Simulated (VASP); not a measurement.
Li3H8:

```xyz
11
Lattice="4.9858 0.0000 0.0000 -2.4929 4.3178 0.0000 0.0000 0.0000 3.6746" Properties=species:S:1:pos:R:3 pbc="T T T"
Li    1.2799    2.1396    2.3363
Li    2.4929    0.0386    2.3363
Li    3.7059    2.1396    2.3363
H     1.9398    2.9370    1.6243
H     1.4724    0.2114    1.6243
H     4.0665    1.1694    1.6243
H     0.9193    1.1694    1.6243
H     3.0460    2.9370    1.6243
H     3.5134    0.2114    1.6243
H     0.0000    2.8786    0.7025
H     0.0000    2.8786    1.9165
```

The cell was generated, and may not be a known phase.

```yaml
Program: VASP 6.6.1
Task: relaxation of cell and atoms
Functional: PBE
Potentials_or_basis: VASP PAW PBE potentials, release 64 (Li_sv, H)
Cutoff: 600 eV
k_mesh: 6 × 6 × 6
Occupations: gaussian, width 0.1 eV
Spin: no spin polarisation
```

At the start: pressure 20.0 GPa; volume 7.19 Å³/atom.

Task: Where does the relaxation end?

Result: Over 55 steps the energy falls by 868.7 meV/atom and the volume is 11.37 Å³/atom (+58.1 %); space group P3m1 (No. 156, to 0.1 Å) before and after.

Step by step:
| step | energy change (eV) | largest force (eV/Å) | pressure (GPa) | volume (Å³) |
| --- | --- | --- | --- | --- |
| 1 | 0.0000 | 5.0907 | 20.03 | 79.11 |
| 3 | -5.9859 | 7.8308 | 13.32 | 95.60 |
| 5 | -6.9201 | 1.5657 | 8.65 | 91.99 |
| 7 | -7.3994 | 1.4582 | 2.40 | 98.10 |
| 9 | -9.0346 | 0.7683 | -0.11 | 125.86 |
| 11 | -9.0934 | 1.2378 | -2.20 | 138.18 |
| 13 | -9.2485 | 0.5868 | -0.38 | 136.55 |
| 15 | -9.2882 | 0.5065 | -0.82 | 136.07 |
| 17 | -9.3132 | 0.4314 | -0.81 | 135.45 |
| 19 | -9.3470 | 0.3923 | -0.15 | 133.84 |
| 21 | -9.3918 | 0.2945 | -0.42 | 132.67 |
| 23 | -9.4397 | 0.2910 | -0.36 | 129.92 |
| 25 | -9.4582 | 0.2873 | -0.18 | 128.55 |
| 27 | -9.4926 | 0.2875 | -0.13 | 124.23 |
| 29 | -9.5074 | 0.3684 | -0.46 | 123.57 |
| 31 | -9.5277 | 0.2119 | -0.05 | 122.65 |
| 33 | -9.5335 | 0.0986 | 0.33 | 121.87 |
| 35 | -9.5367 | 0.1522 | 0.38 | 122.39 |
| 37 | -9.5394 | 0.0756 | 0.15 | 122.91 |
| 39 | -9.5401 | 0.0574 | -0.04 | 123.37 |
| 41 | -9.5416 | 0.0559 | -0.04 | 123.62 |
| 43 | -9.5455 | 0.1354 | -0.07 | 124.73 |
| 45 | -9.5473 | 0.0988 | -0.17 | 124.97 |
| 47 | -9.5486 | 0.1019 | -0.36 | 125.41 |
| 49 | -9.5513 | 0.0834 | -0.33 | 125.73 |
| 51 | -9.5526 | 0.0674 | -0.29 | 126.13 |
| 53 | -9.5533 | 0.0548 | -0.14 | 125.91 |
| 55 | -9.5555 | 0.0356 | -0.09 | 125.06 |

Final structure:
```
Li H
1.0
     5.54314    0.00000    0.00000
    -2.77157    4.80050    0.00000
     0.00000    0.00000    4.69965
Li H
3 8
Direct
  0.47938 0.52062 0.83252
  0.47938 0.95876 0.83252
  0.04124 0.52062 0.83252
  0.76090 0.65937 0.35234
  0.34063 0.10152 0.35234
  0.89848 0.23910 0.35234
  0.34063 0.23910 0.35234
  0.89848 0.65937 0.35234
  0.76090 0.10152 0.35234
  0.33333 0.66667 0.07505
  0.33333 0.66667 0.58575
```

Caveat: the cutoff is under 1.25 times the usual one of these potentials, so pressure, stress and relaxed cells hold a basis-set (Pulay) error; the volume moved by over 15 % at a fixed basis, so the end points are rough.
